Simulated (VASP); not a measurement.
# Ag (Fm-3m) in VASP: notebook

Ag is run at these levels: PBEsol; tasks: single point, relaxation of cell and atoms.

All numbers are computed with VASP 6.6.1; they aren't measurements. Logs are shortened: lines on timing, memory, paths and dates and some standing lists are left out, and cuts for length are marked.

## Step 1: The cell of the first run

Symmetry: Fm-3m, No. 225, cubic system. Conventional cell: a = 4.049 Å, b = 4.049 Å, c = 4.049 Å, α = 90.00°, β = 90.00°, γ = 90.00°. Ag (site symmetry m-3m) has 12 Ag at 2.86 Å within 3.8 Å.

## Step 2: Single point, PBEsol

File INCAR:

```
SYSTEM = Ag
PREC = Accurate
ENCUT = 520
EDIFF = 1E-7
ISMEAR = 0
SIGMA = 0.05
LREAL = .False.
LASPH = .True.
NELM = 60
ALGO = Normal
ISIF = 2
LWAVE = .False.
LCHARG = .False.
GGA = PS
NBANDS = 12
```

File KPOINTS:

```
Automatic mesh
0
Gamma
  11 11 11
  0 0 0
```

File POSCAR:

```
Ag
1.0
    0.0000000000      2.0246755977      2.0246755977
    2.0246755977      0.0000000000      2.0246755977
    2.0246755977      2.0246755977      0.0000000000
Ag
1
Direct
    0.0000000000      0.0000000000      0.0000000000
```

Potentials or basis: VASP PAW PBE potentials, release 64 (Ag).

On the command line:

```
cat potpaw_PBE.64/Ag/POTCAR > POTCAR
mpirun -np 1 vasp_std > vasp.out
```

OUTCAR:

```text
SYSTEM = Ag
   PREC = Accurate
   ENCUT = 520
   EDIFF = 1E-7
   ISMEAR = 0
   LREAL = .False.
   LASPH = .True.
   NELM = 60
   ISIF = 2
   GGA = PS

 ion  position               nearest neighbor table
   1  0.000  0.000  0.000-

  LATTYP: Found a face centered cubic cell.
 ALAT       =     4.0493511954

  Lattice vectors:

 A1 = (   0.0000000000,   2.0246755977,   2.0246755977)
 A2 = (   2.0246755977,   0.0000000000,   2.0246755977)
 A3 = (   2.0246755977,   2.0246755977,   0.0000000000)

Analysis of symmetry for initial positions (statically):
=====================================================================
 Subroutine PRICEL returns:
 Original cell was already a primitive cell.

 Routine SETGRP: Setting up the symmetry group for a
 face centered cubic supercell.

 Subroutine GETGRP returns: Found 48 space group operations
 (whereof 48 operations were pure point group operations)
 out of a pool of 48 trial point group operations.

The static configuration has the point symmetry O_h .

Analysis of symmetry for dynamics (positions and initial velocities):
=====================================================================
 Subroutine PRICEL returns:
 Original cell was already a primitive cell.

 Routine SETGRP: Setting up the symmetry group for a
 face centered cubic supercell.

 Subroutine GETGRP returns: Found 48 space group operations
 (whereof 48 operations were pure point group operations)
 out of a pool of 48 trial point group operations.

The dynamic configuration has the point symmetry O_h .

 Subroutine INISYM returns: Found 48 space group operations
 (whereof 48 operations are pure point group operations),
 and found     1 'primitive' translations

----------------------------------------------------------------------------------------

                                     Primitive cell

  volume of cell :      16.5996

  direct lattice vectors                    reciprocal lattice vectors
     0.000000000  2.024675598  2.024675598    -0.246953142  0.246953142  0.246953142
     2.024675598  0.000000000  2.024675598     0.246953142 -0.246953142  0.246953142
     2.024675598  2.024675598  0.000000000     0.246953142  0.246953142 -0.246953142

  length of vectors
     2.863323690  2.863323690  2.863323690     0.427735389  0.427735389  0.427735389

  position of ions in fractional coordinates (direct lattice)
     0.000000000  0.000000000  0.000000000

  ion indices of the primitive-cell ions
   primitive index   ion index
                 1           1

[... 81 lines left out ...]
   PSTRESS=    0.0 pullay stress
   NELECT =      11.0000    total number of electrons
   NUPDOWN=      -1.0000    fix difference up-down
   EMIN   =  10.00;   EMAX   =-10.00  energy-range for DOS
   EFERMI =   0.00;   METHOD = LEGACY
   ISMEAR =     0;   SIGMA  =   0.05  broadening in eV -4-tet -1-fermi 0-gaus
   EFERMI_NEDOS =   21; number of points for ismear=-14 and -15
   IALGO  =     38    algorithm
   IMIX   =      4    mixing-type and parameters
     AMIX     =   0.40;   BMIX     =  1.00
     AMIX_MAG =   1.60;   BMIX_MAG =  1.00
  volume/ion in A,a.u.               =      16.60       112.02
  Fermi-wavevector in a.u.,A,eV,Ry     =   1.427273  2.697154 27.716527  2.037107
  Thomas-Fermi vector in A             =   2.547460
   LORBIT       =      0    0 simple, 1 ext, 2 COOP (PROOUT), +10 PAW based schemes
   GGA     = PS    functional components
   LHFCALC =     F    Hartree Fock is set to
   AEXX    =    0.0000 exact exchange contribution
   IVDW    =     0    specifies the selected vdW correction
   LEPSILON=     F    determine dielectric tensor
   LRPA    =     F    only Hartree local field effects (RPA)
 non-spin polarized calculation
 Gauss-broadening in eV      SIGMA  =   0.05
  energy-cutoff  :      520.00
  volume of cell :       16.60
 maximum number of plane-waves:       459
 NGX is ok and might be reduce to    24
   NGX = 11   NGY = 11   NGZ = 11

 number of electron      11.0000001 magnetization

 Free energy of the ion-electron system (eV)
  ---------------------------------------------------
  ext. energy  EPLUGINS =         0.00000000
  ---------------------------------------------------
  free energy    TOTEN  =        -3.31314194 eV

  energy without entropy =       -3.31289875  energy(sigma->0) =       -3.31302034

 E-fermi :   8.8031     XC(G=0): -12.5747

 val. band max:        8.7391821556   @ k =  -0.4545   0.0909   0.0000
 cond. band min:       8.8592809476   @ k =   0.4545   0.3636   0.0000
 fundamental gap:      0.1200987920
 Fermi energy:         8.8031223658

 k-point     1 :       0.0000    0.0000    0.0000
  band No.  band energies     occupation
      1       0.5774      2.00000
      2       3.7297      2.00000
      3       3.7297      2.00000
      4       3.7297      2.00000
      5       4.8268      2.00000
      6       4.8268      2.00000
      7      24.6495      0.00000
      8      28.3814      0.00000
      9      28.3814      0.00000
     10      28.3814      0.00000
     11      33.2706      0.00000
     12      34.5718      0.00000
[... 331 lines left out ...]
 k-point    24 :      -0.1818    0.1818    0.0000
  band No.  band energies     occupation
      1       2.6833      2.00000
      2       3.2997      2.00000
      3       3.9439      2.00000
      4       4.3759      2.00000
      5       4.4119      2.00000
      6       5.9893      2.00000
      7      20.6980      0.00000
      8      21.1374      0.00000
      9      27.3925      0.00000
     10      29.1845      0.00000
     11      30.0369      0.00000
     12      33.6409      0.00000

 [... further k-points ...]

------------------------ aborting loop because EDIFF is reached ----------------------------------------

  FORCE on cell =-STRESS in cart. coord.  units (eV):
  Direction    XX          YY          ZZ          XY          YZ          ZX
  --------------------------------------------------------------------------------------
  -------------------------------------------------------------------------------------
  Total       -0.0244375     -0.0244375     -0.0244375     -0.0000000     -0.0000000     -0.0000000
  in kB       -2.3586885     -2.3586885     -2.3586885     -0.0000000     -0.0000000     -0.0000000
  external PRESSURE =      -2.3586885 kB  Pullay stress =       0.0000000 kB

 VOLUME and BASIS-vectors are now :
 -----------------------------------------------------------------------------
  energy-cutoff  :      520.00
  volume of cell :       16.60
      direct lattice vectors                 reciprocal lattice vectors
     0.000000000  2.024675598  2.024675598    -0.246953142  0.246953142  0.246953142
     2.024675598  0.000000000  2.024675598     0.246953142 -0.246953142  0.246953142
     2.024675598  2.024675598  0.000000000     0.246953142  0.246953142 -0.246953142

 POSITION                                       TOTAL-FORCE (eV/Angst)
 -----------------------------------------------------------------------------------
      0.00000      0.00000      0.00000         0.000000      0.000000      0.000000
 -----------------------------------------------------------------------------------
    total drift:                               -0.000000      0.000000     -0.000000

  FREE ENERGIE OF THE ION-ELECTRON SYSTEM (eV)
  ---------------------------------------------------
  free  energy   TOTEN  =        -3.3131419424 eV

  energy  without entropy=       -3.3128987457  energy(sigma->0) =       -3.31302034
```

OSZICAR:

```text
N       E                     dE             d eps       ncg     rms          rms(c)
DAV:   1     0.531595700764E+02    0.53160E+02   -0.56797E+03  1344   0.841E+02
DAV:   2    -0.276486564279E+01   -0.55924E+02   -0.52673E+02  1524   0.197E+02
DAV:   3    -0.367438435445E+01   -0.90952E+00   -0.90763E+00  1632   0.265E+01
DAV:   4    -0.367706158872E+01   -0.26772E-02   -0.26771E-02  1520   0.151E+00
DAV:   5    -0.367708146289E+01   -0.19874E-04   -0.19874E-04  1616   0.116E-01    0.594E+00
DAV:   6    -0.332894148901E+01    0.34814E+00   -0.13715E+00  1468   0.104E+01    0.349E+00
DAV:   7    -0.331743761526E+01    0.11504E-01   -0.14109E-02  1580   0.109E+00    0.197E+00
DAV:   8    -0.331313395597E+01    0.43037E-02   -0.79865E-04  1508   0.200E-01    0.119E-01
DAV:   9    -0.331314031317E+01   -0.63572E-05   -0.97784E-06  1588   0.227E-02    0.200E-02
DAV:  10    -0.331314226332E+01   -0.19501E-05   -0.24918E-06  1560   0.127E-02    0.589E-03
DAV:  11    -0.331314197641E+01    0.28691E-06   -0.91096E-08  1064   0.252E-03    0.522E-04
DAV:  12    -0.331314194243E+01    0.33983E-07   -0.65641E-09   832   0.675E-04
   1 F= -.33131419E+01 E0= -.33130203E+01  d E =-.243197E-03
```

stdout:

```text
POSCAR found type information on POSCAR Ag
 POSCAR found :  1 types and       1 ions
 scaLAPACK will be used
 -----------------------------------------------------------------------------
|                                                                             |
|                                                                             |
|     You enforced a specific xc type in the INCAR file but a different       |
|     I HOPE YOU KNOW WHAT YOU ARE DOING!                                     |
|                                                                             |
 -----------------------------------------------------------------------------

 LDA part: xc-table for (Slater+PW92), standard interpolation
 POSCAR, INCAR and KPOINTS ok, starting setup
 FFT: planning ... GRIDC
 FFT: planning ... GRID_SOFT
 FFT: planning ... GRID
 WAVECAR not read
 entering main loop
```

Wall time 9.5 s (1 thread of Intel Xeon 8259CL, shared host); peak memory 0.14 GiB.

Results:

| Quantity | Value |
| --- | --- |
| Free energy | -3.3131 eV |
| Pressure | -0.2 GPa |
| Band gap on the k mesh | zero (an odd number of electrons rules out a gap without spin polarisation) |

Levels at points of the mesh, in eV from the Fermi level:
```
           k point  band 2  band 3  band 4  band 5  band 6  band 7  band 8  band 9  band 10  band 11
(0.00, 0.00, 0.00)   -5.07   -5.07   -5.07   -3.98   -3.98   15.85   19.58   19.58    19.58    24.47
```

Caveat: the PAW data sets were made with another functional, which shifts forces and pressure a little.

## Step 3: Relaxation of cell and atoms, PBEsol

This run uses another cell than the first one, of 17.05 Å³/atom.

File INCAR:

```
SYSTEM = Ag
ALGO     = Normal         ! electronic algorithm
EDIFF    = 1E-7           ! SCF threshold, eV
EDIFFG   = -0.02          ! ionic threshold
ENCUT    = 600            ! plane-wave cutoff, eV
GGA      = PS             ! functional
IBRION   = 2              ! ionic algorithm
ISIF     = 3              ! what is computed and relaxed
ISMEAR   = 0              ! smearing method
LASPH    = .True.         ! aspherical terms in the spheres
LCHARG   = .False.        ! write CHGCAR
LREAL    = .False.        ! projectors in reciprocal space
LWAVE    = .False.        ! write WAVECAR
NELM     = 60             ! most SCF steps
NSW      = 80             ! ionic steps
PREC     = Accurate       ! precision mode
SIGMA    = 0.05           ! smearing width, eV
```

File KPOINTS:

```
k-points
0
Gamma
  11 11 11
  0 0 0
```

File POSCAR:

```
Ag
1.0
    0.0000000000      2.0427500000      2.0427500000
    2.0427500000      0.0000000000      2.0427500000
    2.0427500000      2.0427500000      0.0000000000
Ag
1
Direct
    0.0000000000      0.0000000000      0.0000000000
```

Potentials or basis: VASP PAW PBE potentials, release 64 (Ag).

On the command line:

```
cat potpaw_PBE.64/Ag/POTCAR > POTCAR
mpirun -np 1 vasp_std > vasp.out
```

Wall time 23 s (1 thread of Intel Xeon 8259CL, shared host); peak memory 0.15 GiB.

It converged, with:

* Free energy: -3.3135 eV
* Relaxed volume: 16.57 Å³/atom
* Relaxed cell: a = 2.862 Å, b = 2.862 Å, c = 2.862 Å, α = 60.00°, β = 60.00°, γ = 60.00°
* Space group after relaxing (to 0.1 Å): Fm-3m (No. 225)
* Energy gained by relaxing: 5.0 meV/atom
* Ionic steps: 3
* Pressure after relaxing: 0.0 GPa
* Band gap on the k mesh: zero (an odd number of electrons rules out a gap without spin polarisation)

The path:
| step | energy change (eV) | largest force (eV/Å) | pressure (GPa) | volume (Å³) |
| --- | --- | --- | --- | --- |
| 1 | 0.0000 | 0.0000 | -3.21 | 17.05 |
| 2 | -0.0021 | 0.0000 | 2.75 | 16.22 |
| 3 | -0.0050 | 0.0000 | 0.00 | 16.57 |

Final structure:
```
Ag
1.0
     0.00000    2.02339    2.02339
     2.02339    0.00000    2.02339
     2.02339    2.02339    0.00000
Ag
1
Direct
  0.00000 0.00000 0.00000
```

Levels at points of the mesh, in eV from the Fermi level:
```csv
k point,band 4,band 5,band 6,band 7,band 8,band 9
"(0.00, 0.00, 0.00)",-5.08,-3.98,-3.98,15.85,19.59,19.59
```

Caveat: the PAW data sets were made with another functional, which shifts forces and pressure a little.
